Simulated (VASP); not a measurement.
# Pb (P6_3/mmc) in VASP: further runs

The runs below take Pb through single point, with LDA, PBEsol, BLYP.

Everything below comes from runs of VASP 6.6.1. Logs are shortened: lines on timing, memory, paths and dates and some standing lists are left out, and cuts for length are marked.

### 1 The cell of the first run

Symmetry: P6_3/mmc, No. 194, hexagonal system. The conventional cell has a = 3.480 Å, b = 3.480 Å, c = 5.590 Å, α = 90.00°, β = 90.00°, γ = 120.00°. Pb (site symmetry -6m2) has 12 Pb at 3.44 to 3.48 Å within 4.5 Å.

### 2 Single point, LDA

Input file INCAR:

```
ALGO = Normal
EDIFF = 1E-6
ENCUT = 520
GGA = CA
ISIF = 2
ISMEAR = 1
LASPH = True
LCHARG = True
LELF = True
LREAL = False
LVHAR = True
LWAVE = False
NBANDS = 21
NELM = 100
PREC = Accurate
SIGMA = 0.1
```

Input file KPOINTS:

```
k-points
0
Gamma
  9 9 5
```

Input file POSCAR:

```
Pb
1.0
    3.4800000000      0.0000000000      0.0000000000
   -1.7400000000      3.0137680000      0.0000000000
    0.0000000000      0.0000000000      5.5900000000
Pb
2
Direct
    0.3333333333      0.6666666667      0.2500000000
    0.6666666667      0.3333333333      0.7500000000
```

Potentials or basis: VASP PAW LDA potentials, release 64 (Pb_d).

On the command line:

```console
> cat potpaw_LDA.64/Pb_d/POTCAR > POTCAR
> mpirun -np 1 vasp_std > vasp.out
```

OUTCAR:

```text
EDIFF = 1E-6
   ENCUT = 520
   GGA = CA
   ISIF = 2
   ISMEAR = 1
   LASPH = True
   LREAL = False
   NELM = 100
   PREC = Accurate

 ion  position               nearest neighbor table
   1  0.333  0.667  0.250-   2 3.44   2 3.44   2 3.44   2 3.44   2 3.44   2 3.44
   2  0.667  0.333  0.750-   1 3.44   1 3.44   1 3.44   1 3.44   1 3.44   1 3.44

  LATTYP: Found a hexagonal cell.
 ALAT       =     3.4800000000
 C/A-ratio  =     1.6063218391

  Lattice vectors:

 A1 = (   3.4800000000,   0.0000000000,   0.0000000000)
 A2 = (  -1.7400000000,   3.0137680000,   0.0000000000)
 A3 = (   0.0000000000,   0.0000000000,   5.5900000000)

Analysis of symmetry for initial positions (statically):
=====================================================================
 Subroutine PRICEL returns:
 Original cell was already a primitive cell.

 Routine SETGRP: Setting up the symmetry group for a
 hexagonal supercell.

 Subroutine GETGRP returns: Found 24 space group operations
 (whereof 12 operations were pure point group operations)
 out of a pool of 24 trial point group operations.

The static configuration has the point symmetry D_3d.
 The point group associated with its full space group is D_6h.

Analysis of symmetry for dynamics (positions and initial velocities):
=====================================================================
 Subroutine PRICEL returns:
 Original cell was already a primitive cell.

 Routine SETGRP: Setting up the symmetry group for a
 hexagonal supercell.

 Subroutine GETGRP returns: Found 24 space group operations
 (whereof 12 operations were pure point group operations)
 out of a pool of 24 trial point group operations.

The dynamic configuration has the point symmetry D_3d.
 The point group associated with its full space group is D_6h.

 Subroutine INISYM returns: Found 24 space group operations
 (whereof 12 operations are pure point group operations),
 and found     1 'primitive' translations

----------------------------------------------------------------------------------------

                                     Primitive cell

  volume of cell :      58.6274

  direct lattice vectors                    reciprocal lattice vectors
     3.480000000  0.000000000  0.000000000     0.287356322  0.165905272  0.000000000
    -1.740000000  3.013768000  0.000000000     0.000000000  0.331810544  0.000000000
     0.000000000  0.000000000  5.590000000     0.000000000  0.000000000  0.178890877

  length of vectors
     3.480000000  3.479999649  5.590000000     0.331810511  0.331810544  0.178890877

  position of ions in fractional coordinates (direct lattice)
     0.333333333  0.666666667  0.250000000
     0.666666667  0.333333333  0.750000000

  ion indices of the primitive-cell ions
   primitive index   ion index
                 1           1
                 2           2

----------------------------------------------------------------------------------------

 KPOINTS: k-points

Automatic generation of k-mesh.
 Grid dimensions read from file:
 generate k-points for:    9    9    5

 Generating k-lattice:

  Cartesian coordinates                     Fractional coordinates (reciprocal lattice)
     0.031928480  0.018433919  0.000000000     0.111111111  0.000000000  0.000000000
     0.000000000  0.036867838  0.000000000     0.000000000  0.111111111  0.000000000
     0.000000000  0.000000000  0.035778175     0.000000000  0.000000000  0.200000000

  Length of vectors
     0.036867835  0.036867838  0.035778175

  Shift w.r.t. Gamma in fractional coordinates (k-lattice)
     0.000000000  0.000000000  0.000000000

 Subroutine IBZKPT returns following result:
 ===========================================

 Found     36 irreducible k-points:

 Following reciprocal coordinates:
            Coordinates               Weight
  0.000000  0.000000  0.000000      1.000000
  0.111111  0.000000  0.000000      6.000000
  0.222222  0.000000  0.000000      6.000000
  0.333333  0.000000  0.000000      6.000000
  0.444444  0.000000  0.000000      6.000000
  0.111111  0.111111  0.000000      6.000000
[... 16 lines left out ...]
  0.333333  0.222222  0.200000     24.000000
  0.333333  0.333333  0.200000      4.000000
 [... further k-points ...]
   k-points           NKPTS =     36   k-points in BZ     NKDIM =     36   number of bands    NBANDS=     21
   number of dos      NEDOS =    301   number of ions     NIONS =      2
   total plane-waves  NPLWV =  32928
   dimension x,y,z NGX =    28 NGY =   28 NGZ =   42
   dimension x,y,z NGXF=    56 NGYF=   56 NGZF=   84
   ions per type =               2
   NGX,Y,Z   is equivalent  to a cutoff of  13.38, 13.38, 12.49 a.u.
   NGXF,Y,Z  is equivalent  to a cutoff of  26.75, 26.75, 24.98 a.u.
 SYSTEM =  unknown system
   PREC   = accura    normal or accurate (medium, high low for compatibility)
   ISTART =      0    job   : 0-new  1-cont  2-samecut
   ICHARG =      2    charge: 1-file 2-atom 10-const
   ISPIN  =      1    spin polarized calculation?
   LNONCOLLINEAR =      F non collinear calculations
   LSORBIT =      F    spin-orbit coupling
   LASPH  =      T    aspherical Exc in radial PAW
   ENCUT  =  520.0 eV  38.22 Ry    6.18 a.u.   6.47  6.47 10.39*2*pi/ulx,y,z
   NELM   =    100;   NELMIN=  2; NELMDL= -5     # of ELM steps
   EDIFF  = 0.1E-05   stopping-criterion for ELM
   LREAL  =      F    real-space projection
   EDIFFG = 0.1E-04   stopping-criterion for IOM
   NSW    =      0    number of steps for IOM
   IBRION =     -1    ionic relax: 0-MD 1-quasi-New 2-CG
   NFREE  =      0    steps in history (QN), initial steepest desc. (CG)
   ISIF   =      2    stress and relaxation
   ISYM   =      2    0-nonsym 1-usesym 2-fastsym
   POTIM  = 0.5000    time-step for ionic-motion
   TEBEG  =    0.0;   TEEND  =   0.0 temperature during run
   PSTRESS=    0.0 pullay stress
   NELECT =      28.0000    total number of electrons
   NUPDOWN=      -1.0000    fix difference up-down
   EMIN   =  10.00;   EMAX   =-10.00  energy-range for DOS
   EFERMI =   0.00;   METHOD = LEGACY
   ISMEAR =     1;   SIGMA  =   0.10  broadening in eV -4-tet -1-fermi 0-gaus
   EFERMI_NEDOS =   21; number of points for ismear=-14 and -15
   IALGO  =     38    algorithm
   IMIX   =      4    mixing-type and parameters
     AMIX     =   0.40;   BMIX     =  1.00
     AMIX_MAG =   1.60;   BMIX_MAG =  1.00
  volume/ion in A,a.u.               =      29.31       197.82
  Fermi-wavevector in a.u.,A,eV,Ry     =   1.279658  2.418203 22.279872  1.637524
  Thomas-Fermi vector in A             =   2.412131
   LORBIT       =      0    0 simple, 1 ext, 2 COOP (PROOUT), +10 PAW based schemes
   GGA     = CA    functional components
   LHFCALC =     F    Hartree Fock is set to
   AEXX    =    0.0000 exact exchange contribution
   IVDW    =     0    specifies the selected vdW correction
   LEPSILON=     F    determine dielectric tensor
   LRPA    =     F    only Hartree local field effects (RPA)
 non-spin polarized calculation
 Methfessel and Paxton  Order N= 1 SIGMA  =   0.10
  energy-cutoff  :      520.00
  volume of cell :       58.63
 maximum number of plane-waves:      1595
 NGX is ok and might be reduce to    28
   NGX = 13   NGY = 13   NGZ = 21

 number of electron      28.0000005 magnetization

 Free energy of the ion-electron system (eV)
  ---------------------------------------------------
  ext. energy  EPLUGINS =         0.00000000
  ---------------------------------------------------
  free energy    TOTEN  =        -8.45416556 eV

  energy without entropy =       -8.45418549  energy(sigma->0) =       -8.45417220

 E-fermi :   7.3583     XC(G=0): -10.6194

 val. band max:        7.3525068074   @ k =   0.3333   0.1111   0.2000
 cond. band min:       7.4258514470   @ k =   0.2222   0.1111   0.4000
 fundamental gap:      0.0733446396
 Fermi energy:         7.3582723683

 k-point     1 :       0.0000    0.0000    0.0000
  band No.  band energies     occupation
      1      -9.6773      2.00000
      2      -9.6308      2.00000
      3      -9.6308      2.00000
      4      -9.6265      2.00000
      5      -9.6057      2.00000
      6      -9.6057      2.00000
[... 13 lines left out ...]
     20      16.4913      0.00000
     21      18.9588      0.00000

 k-point     2 :       0.1111    0.0000    0.0000
  band No.  band energies     occupation
      1      -9.6808      2.00000
      2      -9.6444      2.00000
      3      -9.6027      2.00000
      4      -9.6003      2.00000
      5      -9.5836      2.00000
      6      -9.5761      2.00000
[... 13 lines left out ...]
     20      17.4969      0.00000
     21      18.1090      0.00000

 k-point     3 :       0.2222    0.0000    0.0000
  band No.  band energies     occupation
      1      -9.7278      2.00000
      2      -9.6316      2.00000
      3      -9.6049      2.00000
      4      -9.5895      2.00000
      5      -9.5764      2.00000
      6      -9.5225      2.00000
[... 13 lines left out ...]
     20      17.0817      0.00000
     21      18.2639      0.00000

 k-point     4 :       0.3333    0.0000    0.0000
  band No.  band energies     occupation
      1      -9.7778      2.00000
      2      -9.6585      2.00000
      3      -9.6468      2.00000
      4      -9.6189      2.00000
      5      -9.5249      2.00000
      6      -9.4676      2.00000
[... 13 lines left out ...]
     20      16.2497      0.00000
     21      17.9963      0.00000

 k-point     5 :       0.4444    0.0000    0.0000
  band No.  band energies     occupation
      1      -9.8088      2.00000
      2      -9.6964      2.00000
      3      -9.6611      2.00000
      4      -9.6369      2.00000
      5      -9.4938      2.00000
      6      -9.4908      2.00000
[... 13 lines left out ...]
     20      15.8111      0.00000
     21      17.8170      0.00000
[... 382 lines left out ...]
     20      15.2937      0.00000
     21      18.5678      0.00000

 k-point    22 :       0.2222    0.2222    0.2000
  band No.  band energies     occupation
      1      -9.6961      2.00000
      2      -9.6618      2.00000
      3      -9.6356      2.00000
      4      -9.6335      2.00000
      5      -9.5392      2.00000
      6      -9.4898      2.00000
[... 13 lines left out ...]
     20      17.6090      0.00000
     21      18.2567      0.00000

 k-point    23 :       0.3333    0.2222    0.2000
  band No.  band energies     occupation
      1      -9.7091      2.00000
      2      -9.6773      2.00000
      3      -9.6347      2.00000
      4      -9.5875      2.00000
      5      -9.5525      2.00000
      6      -9.4738      2.00000
[... 13 lines left out ...]
     20      18.1820      0.00000
     21      18.7982      0.00000

 k-point    24 :       0.3333    0.3333    0.2000
  band No.  band energies     occupation
      1      -9.7103      2.00000
      2      -9.6362      2.00000
      3      -9.6362      2.00000
      4      -9.5299      2.00000
      5      -9.5269      2.00000
      6      -9.5269      2.00000
[... 13 lines left out ...]
     20      20.0713      0.00000
     21      20.0714      0.00000

 [... further k-points ...]
[... 5 lines left out ...]
  --------------------------------------------------------------------------------------
  -------------------------------------------------------------------------------------
  Total       -0.7146367     -0.7146365      0.7537760      0.0000000      0.0000000      0.0000000
  in kB      -19.5296765    -19.5296712     20.5992781      0.0000000      0.0000000      0.0000000
  external PRESSURE =      -6.1533565 kB  Pullay stress =       0.0000000 kB

 VOLUME and BASIS-vectors are now :
 -----------------------------------------------------------------------------
  energy-cutoff  :      520.00
  volume of cell :       58.63
      direct lattice vectors                 reciprocal lattice vectors
     3.480000000  0.000000000  0.000000000     0.287356322  0.165905272  0.000000000
    -1.740000000  3.013768000  0.000000000     0.000000000  0.331810544  0.000000000
     0.000000000  0.000000000  5.590000000     0.000000000  0.000000000  0.178890877

 POSITION                                       TOTAL-FORCE (eV/Angst)
 -----------------------------------------------------------------------------------
     -0.00000      2.00918      1.39750         0.000000      0.000000      0.000000
      1.74000      1.00459      4.19250        -0.000000     -0.000000      0.000000
 -----------------------------------------------------------------------------------
    total drift:                               -0.000000      0.000000      0.000000

  FREE ENERGIE OF THE ION-ELECTRON SYSTEM (eV)
  ---------------------------------------------------
  free  energy   TOTEN  =        -8.4541655629 eV

  energy  without entropy=       -8.4541854874  energy(sigma->0) =       -8.45417220
```

It took 33 s on 1 thread of AMD EPYC 7R43 (Zen 3), shared host; peak memory 0.14 GiB.

What came out:

| Property | Result |
| --- | --- |
| Free energy | -8.4542 eV |
| Pressure | -0.6 GPa |
| Band gap on the k mesh | zero (band 14 reaches 13.06 eV, above the bottom of band 15 at 5.36 eV) |

Stress tensor (GPa, compression positive):
```
-1.95  0.00  0.00
 0.00 -1.95  0.00
 0.00  0.00  2.06
```

Levels at points of the mesh, in eV from the Fermi level:
```csv
k point,band 10,band 11,band 12,band 13,band 14,band 15,band 16,band 17,band 18,band 19
"(0.00, 0.00, 0.00)",-16.71,-11.97,-8.00,-4.28,5.54,5.54,7.44,7.44,8.11,8.88
```

Caveat: spin-orbit coupling is left out, which moves the levels of the heavy elements.

(Part 1 of 2 ends here.)
